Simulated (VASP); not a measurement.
Wanted: the native input for a VASP 6.6.1 run.

```
Task                   : single point
Functional             : LDA
Potentials or basis    : VASP PAW LDA potentials, release 64 (Ga_d)
Cutoff                 : 500 eV
k mesh                 : 11 × 11 × 11
Occupations            : fermi-dirac, width 0.1 eV
Spin                   : no spin polarisation
Dipole correction      : no
Further INCAR settings : ALGO = Normal; EDIFF = 1e-06; NBANDS = 12
```

The structure of Ga lies in POSCAR:

```
Ga
1.0
   -1.4040000000      1.4040000000      2.2290000000
    1.4040000000     -1.4040000000      2.2290000000
    1.4040000000      1.4040000000     -2.2290000000
Ga
1
Direct
    0.0000000000      0.0000000000      0.0000000000
```

These files were run (other wordings do the same):

INCAR

```
PREC     = Accurate       # precision mode
ENCUT    = 500            # plane-wave cutoff, eV
EDIFF    = 1E-6           # SCF threshold, eV
ISMEAR   = -1             # smearing method
SIGMA    = 0.1            # smearing width, eV
LREAL    = False          # projectors in reciprocal space
LASPH    = True           # aspherical terms in the spheres
NELM     = 120            # most SCF steps
ALGO     = Normal         # electronic algorithm
ISIF     = 2              # what is computed and relaxed
LWAVE    = False          # write WAVECAR
LCHARG   = False          # write CHGCAR
GGA      = CA             # functional
NBANDS   = 12             # bands
GGA_COMPAT= False
```

KPOINTS

```
Automatic mesh
0
Gamma
  11 11 11
```

Potentials or basis: VASP PAW LDA potentials, release 64 (Ga_d).

Launch:

```console
$ cat potpaw_LDA.64/Ga_d/POTCAR > POTCAR
$ mpirun -np 1 vasp_std > vasp.out
```

Results of the run:

* Pressure: -1.6 GPa

It took 7 s on 1 thread of Intel(R) Xeon(R) 6975P-C (Granite Rapids), with other jobs on the host, peak memory 0.14 GiB.
